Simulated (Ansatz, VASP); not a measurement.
# PbF2 in VASP and in Ansatz

```xyz
3
Lattice="0.0000 2.9458 2.9458 2.9458 0.0000 2.9458 2.9458 2.9458 0.0000" Properties=species:S:1:pos:R:3 pbc="T T T"
Pb    0.0000    0.0000    0.0000
F     1.4729    1.4729    1.4729
F     4.4187    4.4187    4.4187
```

Alike in both runs: task single point; functional r2SCAN; k mesh 6 × 6 × 6; no spin polarisation.

|  | VASP | Ansatz |
| --- | --- | --- |
| version | VASP 6.6.1 | Ansatz 0.2.0 |
| potentials or method | VASP PAW PBE potentials, release 64 (Pb_d, F) | plane waves |
| plane-wave cutoff (eV) | 520 | 500 |
| occupations | gaussian, width 0.01 eV | fixed |
| valence electrons in the cell | 28 | 28 |

```tsv
	VASP	Ansatz	Ansatz less VASP
gap on the k mesh at the Fermi level (eV)	4.96	4.96	+0.001
pressure (GPa)	1.1	1.2	+0.06
```

VASP's potentials were made for PBE, not for r2SCAN.

Spin-orbit coupling is off throughout.
